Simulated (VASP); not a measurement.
A run of VASP 6.6.1:

INCAR

```
PREC = Accurate ; ENCUT = 520
EDIFF = 1E-7 ; ISMEAR = -1
SIGMA = 0.15 ; LREAL = False
LASPH = True ; NELM = 100
ALGO = Normal ; ISIF = 2
LWAVE = False ; LCHARG = True
GGA = CA ; LELF = True
LVHAR = True ; NBANDS = 86
```

File KPOINTS:

```
Automatic mesh
0
Gamma
  3 2 4
```

The input POSCAR:

```
LiTi12
1.0
    5.9000000000      0.0000000000      0.0000000000
   -4.4250000000      7.6643250000      0.0000000000
    0.0000000000      0.0000000000      4.6846000000
Ti Li
12 1
Direct
    0.0292726625      0.0048566573      0.0278356743
    0.1882823844      0.2307286030      0.4951359775
   -0.1274663964      0.2066818670     -0.0854928916
    0.1669051227      0.5848554178      0.5577291551
   -0.0135631132      0.6638288434      0.0374200572
    0.1441953273      0.8902109449      0.5264970328
    0.4362254787     -0.0071725821      0.0206623831
    0.6687072928      0.2491948084      0.4530666439
    0.5328241874      0.3421244532     -0.0424550655
    0.6646449260      0.5841719917      0.5142231994
    0.5583263558      0.7421671184     -0.0292690945
    0.6864051981      0.9387651228      0.4832113734
    0.2262418925      0.4574603765      1.0789266960
```

Potentials or basis: VASP PAW LDA potentials, release 64 (Ti_sv, Li_sv).

Launch:

```sh
$ cat potpaw_LDA.64/Ti_sv/POTCAR potpaw_LDA.64/Li_sv/POTCAR > POTCAR
$ mpirun -np 1 vasp_std > vasp.out
```

Hardware: 1 thread of Intel(R) Xeon(R) Platinum 8375C CPU @ 2.90GHz (Ice Lake), on a shared host.

Q: How long does it take, and how much memory?

A: Wall time 10 min on 1 thread of Intel(R) Xeon(R) Platinum 8375C CPU @ 2.90GHz (Ice Lake) (shared host), peak memory 0.37 GiB. Counts: scf iterations 33, k points 14.
